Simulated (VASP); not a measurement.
Input of a VASP 6.6.1 run:

File INCAR:

```
PREC = Accurate
ENCUT = 600
EDIFF = 1E-6
ISMEAR = -1
SIGMA = 0.1
LREAL = F
LASPH = T
NELM = 80
ALGO = Normal
ISIF = 3
LWAVE = F
LCHARG = F
GGA = PS
IBRION = 2
NSW = 80
EDIFFG = -0.01
```

KPOINTS

```
regular mesh
0
Gamma
  6 6 6
```

Contents of POSCAR:

```
TiAu
1.0
    3.2540000000      0.0000000000      0.0000000000
    0.0000000000      3.2540000000      0.0000000000
    0.0000000000      0.0000000000      3.2540000000
Ti Au
1 1
Direct
    0.5000000000      0.5000000000      0.5000000000
    0.0000000000      0.0000000000      0.0000000000
```

Potentials or basis: VASP PAW PBE potentials, release 64 (Ti_sv, Au).

Command:

```console
$ cat potpaw_PBE.64/Ti_sv/POTCAR potpaw_PBE.64/Au/POTCAR > POTCAR
$ mpirun -np 1 vasp_std > vasp.out
```

(1) Estimate the relaxed volume.

(2) Predict the space group after relaxing (to 0.05 Å).

## Answers

(1) 16.69 Å³/atom.

(2) Pm-3m (No. 221).

Caveat: the PAW data sets were made with another functional, which shifts forces and pressure a little.
